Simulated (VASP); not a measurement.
# TaN (Fm-3m) in VASP: notebook, part 2 of 2

VASP 6.6.1.

### 4 Vibrations by perturbation theory, PBEsol

This run uses another cell than the first one, of 10.42 Å³/atom, 0.995 times its volume.

INCAR reads:

```
PREC = Accurate
ENCUT = 520
EDIFF = 1E-8
ISMEAR = -1
SIGMA = 0.15
LREAL = F
LASPH = T
NELM = 80
ALGO = Normal
ISIF = 2
LWAVE = F
LCHARG = F
GGA = PS
NBANDS = 15
IBRION = 8
NSW = 1
```

KPOINTS reads:

```
Automatic mesh
0
Gamma
  16 16 16
```

POSCAR reads:

```
TaN
1.0
    0.0000000000      2.1843808152      2.1843808152
    2.1843808152      0.0000000000      2.1843808152
    2.1843808152      2.1843808152      0.0000000000
Ta N
1 1
Direct
    0.5000000000      0.5000000000      0.5000000000
    0.0000000000      0.0000000000      0.0000000000
```

Potentials or basis: VASP PAW PBE potentials, release 64 (Ta_pv, N).

Command:

```bash
$ cat potpaw_PBE.64/Ta_pv/POTCAR potpaw_PBE.64/N/POTCAR > POTCAR
$ mpirun -np 1 vasp_std > vasp.out
```

OUTCAR:

```text
PREC = Accurate
   ENCUT = 520
   EDIFF = 1E-8
   ISMEAR = -1
   LREAL = F
   LASPH = T
   NELM = 80
   ISIF = 2
   GGA = PS
   IBRION = 8
   NSW = 1

 ion  position               nearest neighbor table
   1  0.500  0.500  0.500-   2 2.18   2 2.18   2 2.18   2 2.18   2 2.18   2 2.18
   2  0.000  0.000  0.000-   1 2.18   1 2.18   1 2.18   1 2.18   1 2.18   1 2.18

  LATTYP: Found a face centered cubic cell.
 ALAT       =     4.3687616304

  Lattice vectors:

 A1 = (   0.0000000000,   2.1843808152,   2.1843808152)
 A2 = (   2.1843808152,   0.0000000000,   2.1843808152)
 A3 = (   2.1843808152,   2.1843808152,   0.0000000000)

Analysis of symmetry for initial positions (statically):
=====================================================================
 Subroutine PRICEL returns:
 Original cell was already a primitive cell.

 Routine SETGRP: Setting up the symmetry group for a
 face centered cubic supercell.

 Subroutine GETGRP returns: Found 48 space group operations
[... 9 lines left out ...]

 Routine SETGRP: Setting up the symmetry group for a
 face centered cubic supercell.

 Subroutine GETGRP returns: Found 48 space group operations
[... 11 lines left out ...]
                                     Primitive cell

  volume of cell :      20.8456

  direct lattice vectors                    reciprocal lattice vectors
     0.000000000  2.184380815  2.184380815    -0.228897817  0.228897817  0.228897817
     2.184380815  0.000000000  2.184380815     0.228897817 -0.228897817  0.228897817
     2.184380815  2.184380815  0.000000000     0.228897817  0.228897817 -0.228897817

  length of vectors
     3.089180974  3.089180974  3.089180974     0.396462649  0.396462649  0.396462649

  position of ions in fractional coordinates (direct lattice)
     0.500000000  0.500000000  0.500000000
     0.000000000  0.000000000  0.000000000

  ion indices of the primitive-cell ions
   primitive index   ion index
                 1           1
                 2           2

----------------------------------------------------------------------------------------

 KPOINTS: Automatic mesh

Automatic generation of k-mesh.
 Grid dimensions read from file:
 generate k-points for:   16   16   16

 Generating k-lattice:

  Cartesian coordinates                     Fractional coordinates (reciprocal lattice)
    -0.014306114  0.014306114  0.014306114     0.062500000  0.000000000  0.000000000
     0.014306114 -0.014306114  0.014306114     0.000000000  0.062500000  0.000000000
     0.014306114  0.014306114 -0.014306114     0.000000000  0.000000000  0.062500000

  Length of vectors
     0.024778916  0.024778916  0.024778916

  Shift w.r.t. Gamma in fractional coordinates (k-lattice)
     0.000000000  0.000000000  0.000000000

[... 105 lines left out ...]

 k-point     1 :       0.0000    0.0000    0.0000
  band No.  band energies     occupation
      1     -26.0600      2.00000
      2     -26.0600      2.00000
      3     -26.0600      2.00000
      4      -9.3697      2.00000
      5       5.7509      2.00000
      6       5.7509      2.00000
      7       5.7509      2.00000
      8       7.4192      2.00000
      9       7.4192      2.00000
     10       7.4192      2.00000
     11       9.6352      0.86278
     12       9.6352      0.86278
     13      11.3185      0.00002
     14      18.9856      0.00000
[... 401 lines left out ...]
      2     -26.0841      2.00000
      3     -26.0623      2.00000
      4      -9.1082      2.00000
      5       4.5117      2.00000
      6       4.8245      2.00000
      7       5.1771      2.00000
      8       7.5987      2.00000
      9       7.8359      1.99998
     10       8.1491      1.99987
     11      10.0824      0.07410
     12      10.9655      0.00021
     13      12.1187      0.00000
     14      19.7737      0.00000
     15      22.0176      0.00000

 [... further k-points ...]
[... 5 lines left out ...]
  --------------------------------------------------------------------------------------
  -------------------------------------------------------------------------------------
  Total        0.3937816      0.3937816      0.3937816      0.0000000     -0.0000000      0.0000000
  in kB       30.2657140     30.2657140     30.2657140      0.0000000     -0.0000000      0.0000000
  external PRESSURE =      30.2657140 kB  Pullay stress =       0.0000000 kB

 VOLUME and BASIS-vectors are now :
 -----------------------------------------------------------------------------
  energy-cutoff  :      520.00
  volume of cell :       20.85
      direct lattice vectors                 reciprocal lattice vectors
     0.000000000  2.184380815  2.184380815    -0.228897817  0.228897817  0.228897817
     2.184380815  0.000000000  2.184380815     0.228897817 -0.228897817  0.228897817
     2.184380815  2.184380815  0.000000000     0.228897817  0.228897817 -0.228897817

 POSITION                                       TOTAL-FORCE (eV/Angst)
 -----------------------------------------------------------------------------------
      2.18438      2.18438      2.18438        -0.000000     -0.000000      0.000000
      0.00000      0.00000      0.00000         0.000000      0.000000     -0.000000
 -----------------------------------------------------------------------------------
    total drift:                                0.000000     -0.000000     -0.000000

  FREE ENERGIE OF THE ION-ELECTRON SYSTEM (eV)
  ---------------------------------------------------
  free  energy   TOTEN  =       -23.2397991641 eV

  energy  without entropy=      -23.1794807368  energy(sigma->0) =      -23.20963995

[... ionic steps 2 to 3 ...]

--------------------------------------- Ionic step        4  -------------------------------------------

------------------------ aborting loop because EDIFF is reached ----------------------------------------

[... ionic steps 5 to 6 ...]

--------------------------------------- Ionic step        7  -------------------------------------------

 Free energy of the ion-electron system (eV)
  ---------------------------------------------------
  ---------------------------------------------------
  free energy    TOTEN  =        -0.23368304 eV

  energy without entropy =       -0.23368304

------------------------ aborting loop because EDIFF is reached ----------------------------------------

 INTERNAL STRAIN TENSOR  FOR ION    2  DIRECTION 1   (eV/Angst):
 -----------------------------------------------------------------------------
     0.05336  0.00000  0.00000
    -0.00000 -0.02447 -0.00000
     0.00000 -0.00000 -0.02447

 INTERNAL STRAIN TENSOR FOR ION    2 for displacements in x,y,z  (eV/Angst):
          X           Y           Z          XY          YZ          ZX
  --------------------------------------------------------------------------------
  x     0.00000     0.00000     0.00000     0.00000     0.00000     0.00000
  y     0.00000     0.00000     0.00000     0.00000     0.00000     0.00000
  z     0.00000     0.00000     0.00000     0.00000     0.00000     0.00000

 SECOND DERIVATIVES (NOT SYMMETRIZED)
 ------------------------------------
               1X          1Y          1Z          2X          2Y          2Z
  1X    -8.370825    0.000000    0.000000    8.370825    0.000000    0.000000
  1Y     0.000000   -8.370825    0.000000    0.000000    8.370825    0.000000
  1Z     0.000000    0.000000   -8.370825    0.000000    0.000000    8.370825
  2X     8.373487    0.000000    0.000000   -8.373487    0.000000    0.000000
  2Y     0.000000    8.373487    0.000000    0.000000   -8.373487    0.000000
  2Z     0.000000    0.000000    8.373487    0.000000    0.000000   -8.373487

 Eigenvectors and eigenvalues of the dynamical matrix
 ----------------------------------------------------

   1 f  =   12.548824 THz    78.846586 2PiTHz  418.583710 cm-1    51.897742 meV
             X         Y         Z           dx          dy          dz
      2.184381  2.184381  2.184381     0.000000    0.267951    0.000000
      0.000000  0.000000  0.000000     0.000000   -0.963433    0.000000
[... 21 lines left out ...]
   6 f/i=    0.000515 THz     0.003236 2PiTHz    0.017177 cm-1     0.002130 meV
             X         Y         Z           dx          dy          dz
      2.184381  2.184381  2.184381     0.000000    0.000000    0.963433
      0.000000  0.000000  0.000000     0.000000    0.000000    0.267951

--------------------------------------------------------------------------------------------------------

 ELASTIC MODULI CONTR FROM IONIC RELAXATION (kBar)
 Direction    XX          YY          ZZ          XY          YZ          ZX
 --------------------------------------------------------------------------------
 XX           0.0000      0.0000      0.0000      0.0000      0.0000      0.0000
 YY           0.0000      0.0000      0.0000      0.0000      0.0000      0.0000
 ZZ           0.0000      0.0000      0.0000      0.0000      0.0000      0.0000
 XY           0.0000      0.0000      0.0000      0.0000      0.0000      0.0000
 YZ           0.0000      0.0000      0.0000      0.0000      0.0000      0.0000
 ZX           0.0000      0.0000      0.0000      0.0000      0.0000      0.0000
 --------------------------------------------------------------------------------
```

OSZICAR:

```text
N       E                     dE             d eps       ncg     rms          rms(c)
DAV:   1     0.886029936879E+02    0.88603E+02   -0.88589E+03  4350   0.113E+03
DAV:   2    -0.232532102338E+02   -0.11186E+03   -0.10515E+03  5393   0.304E+02
DAV:   3    -0.260149219809E+02   -0.27617E+01   -0.27398E+01  4798   0.444E+01
DAV:   4    -0.260253882730E+02   -0.10466E-01   -0.10461E-01  5825   0.291E+00
[... 42 lines left out ...]
RMM:   7    -0.233682359398E+00    0.12015E-04   -0.57897E-08 17821   0.159E-03    0.262E-04
RMM:   8    -0.233683680152E+00   -0.13208E-05   -0.61049E-09 19049   0.507E-04    0.583E-05
RMM:   9    -0.233683164268E+00    0.51588E-06   -0.37330E-09 18760   0.154E-04    0.890E-06
RMM:  10    -0.233683032139E+00    0.13213E-06    0.86187E-10 20363   0.430E-05    0.402E-06
RMM:  11    -0.233683040555E+00   -0.84152E-08    0.98712E-11 18712   0.952E-06    0.104E-06
 Linear response finished
```

stdout:

```text
POSCAR found type information on POSCAR TaN
 POSCAR found :  2 types and       2 ions
 scaLAPACK will be used
 -----------------------------------------------------------------------------
|                                                                             |
|                                                                             |
|     You enforced a specific xc type in the INCAR file but a different       |
|     I HOPE YOU KNOW WHAT YOU ARE DOING!                                     |
|                                                                             |
 -----------------------------------------------------------------------------

 LDA part: xc-table for (Slater+PW92), standard interpolation
 POSCAR, INCAR and KPOINTS ok, starting setup
 FFT: planning ... GRIDC
 FFT: planning ... GRID_SOFT
 FFT: planning ... GRID
 WAVECAR not read
 entering main loop
 Linear response reoptimize wavefunctions to high precision
 Linear response DOF=           2
 Linear response progress:
 first order change of Fermi-energy   0.31997E-03
 force on displaced ion       1 direction 1 :  -8.371   0.000   0.000
 Linear response progress:
 first order change of Fermi-energy  -0.70914E-04
 force on displaced ion       2 direction 1 :  -8.373   0.000   0.000
 Linear response finished
```

It took 3.1 min on 1 thread of Intel Xeon 6975P-C, shared host; peak memory 0.39 GiB.

What came out:

```
Highest phonon frequency at Γ, LO-TO splitting left out : 419 cm⁻¹
```

Phonon frequencies in cm⁻¹ (negative: imaginary):
```
              q point        frequencies
(0.000, 0.000, 0.000)  0 0 0 419 419 419
```

Caveat: the cell wasn't relaxed at this level first, which shifts response properties; the PAW data sets were made with another functional, which shifts forces and pressure a little; spin-orbit coupling is left out, which moves the levels of the heavy elements.

### 5 Vibrations by perturbation theory, PBEsol

INCAR reads:

```
SYSTEM = TaN
PREC     = Accurate       ! precision mode
ENCUT    = 520            ! plane-wave cutoff, eV
EDIFF    = 1E-8           ! SCF threshold, eV
ISMEAR   = -1             ! smearing method
SIGMA    = 0.15           ! smearing width, eV
LREAL    = .False.        ! projectors in reciprocal space
LASPH    = .True.         ! aspherical terms in the spheres
NELM     = 80             ! most SCF steps
ALGO     = Normal         ! electronic algorithm
ISIF     = 2              ! what is computed and relaxed
LWAVE    = .False.        ! write WAVECAR
LCHARG   = .False.        ! write CHGCAR
GGA      = PS             ! functional
IBRION   = 8              ! ionic algorithm
NSW      = 1              ! ionic steps
```

KPOINTS reads:

```
Automatic mesh
0
Gamma
  16 16 16
  0 0 0
```

POSCAR reads:

```
TaN
1.0
    0.0000000000      2.1864228568      2.1864228568
    2.1864228568      0.0000000000      2.1864228568
    2.1864228568      2.1864228568      0.0000000000
Ta N
1 1
Direct
    0.5000000000      0.5000000000      0.5000000000
    0.0000000000      0.0000000000      0.0000000000
```

Potentials or basis: VASP PAW PBE potentials, release 64 (Ta_pv, N).

Command:

```bash
$ cat potpaw_PBE.64/Ta_pv/POTCAR potpaw_PBE.64/N/POTCAR > POTCAR
$ mpirun -np 1 vasp_std > vasp.out
```

OUTCAR:

```text
SYSTEM = TaN
   PREC = Accurate
   ENCUT = 520
   EDIFF = 1E-8
   ISMEAR = -1
   LREAL = .False.
   LASPH = .True.
   NELM = 80
   ISIF = 2
   GGA = PS
   IBRION = 8
   NSW = 1

 ion  position               nearest neighbor table
   1  0.500  0.500  0.500-   2 2.19   2 2.19   2 2.19   2 2.19   2 2.19   2 2.19
   2  0.000  0.000  0.000-   1 2.19   1 2.19   1 2.19   1 2.19   1 2.19   1 2.19

  LATTYP: Found a face centered cubic cell.
 ALAT       =     4.3728457136

  Lattice vectors:
[... 615 lines left out ...]
               1X          1Y          1Z          2X          2Y          2Z
  1X    -8.228865    0.000000    0.000000    8.228865    0.000000    0.000000
  1Y     0.000000   -8.228865    0.000000    0.000000    8.228865    0.000000
  1Z     0.000000    0.000000   -8.228865    0.000000    0.000000    8.228865
  2X     8.227587    0.000000    0.000000   -8.227587    0.000000    0.000000
  2Y     0.000000    8.227587    0.000000    0.000000   -8.227587    0.000000
  2Z     0.000000    0.000000    8.227587    0.000000    0.000000   -8.227587

 Eigenvectors and eigenvalues of the dynamical matrix
 ----------------------------------------------------

   1 f  =   12.439230 THz    78.157985 2PiTHz  414.928038 cm-1    51.444497 meV
             X         Y         Z           dx          dy          dz
      2.186423  2.186423  2.186423     0.000000    0.268010   -0.000000
      0.000000  0.000000  0.000000     0.000000   -0.963416   -0.000000
[... 21 lines left out ...]
   6 f/i=    0.000249 THz     0.001566 2PiTHz    0.008315 cm-1     0.001031 meV
             X         Y         Z           dx          dy          dz
      2.186423  2.186423  2.186423    -0.050746   -0.244731    0.930431
      0.000000  0.000000  0.000000    -0.014117   -0.068081    0.258834

--------------------------------------------------------------------------------------------------------

 ELASTIC MODULI CONTR FROM IONIC RELAXATION (kBar)
 Direction    XX          YY          ZZ          XY          YZ          ZX
 --------------------------------------------------------------------------------
 XX           0.0000      0.0000      0.0000      0.0000      0.0000      0.0000
 YY           0.0000      0.0000      0.0000      0.0000      0.0000      0.0000
 ZZ           0.0000      0.0000      0.0000      0.0000      0.0000      0.0000
 XY           0.0000      0.0000      0.0000      0.0000      0.0000      0.0000
 YZ           0.0000      0.0000      0.0000      0.0000      0.0000      0.0000
 ZX           0.0000      0.0000      0.0000      0.0000      0.0000      0.0000
 --------------------------------------------------------------------------------
```

stdout:

```text
POSCAR found type information on POSCAR TaN
 POSCAR found :  2 types and       2 ions
 scaLAPACK will be used
 -----------------------------------------------------------------------------
|                                                                             |
|                                                                             |
|     You enforced a specific xc type in the INCAR file but a different       |
[... 32 lines left out ...]
 Linear response reoptimize wavefunctions to high precision
 Linear response DOF=           2
 Linear response progress:
 first order change of Fermi-energy   0.31996E-03
 force on displaced ion       1 direction 1 :  -8.229   0.000   0.000
 Linear response progress:
 first order change of Fermi-energy  -0.72561E-04
 force on displaced ion       2 direction 1 :  -8.228   0.000   0.000
 Linear response finished
```

It took 2.6 min on 1 thread of Intel Xeon Platinum 8559C (Emerald Rapids), shared host; peak memory 0.36 GiB.

What came out:

```
Highest phonon frequency at Γ, LO-TO splitting left out : 415 cm⁻¹
```

Phonon frequencies in cm⁻¹ (negative: imaginary):
```
              q point        frequencies
(0.000, 0.000, 0.000)  0 0 0 415 415 415
```

Caveat: the cell wasn't relaxed at this level first, which shifts response properties; the PAW data sets were made with another functional, which shifts forces and pressure a little; spin-orbit coupling is left out, which moves the levels of the heavy elements.
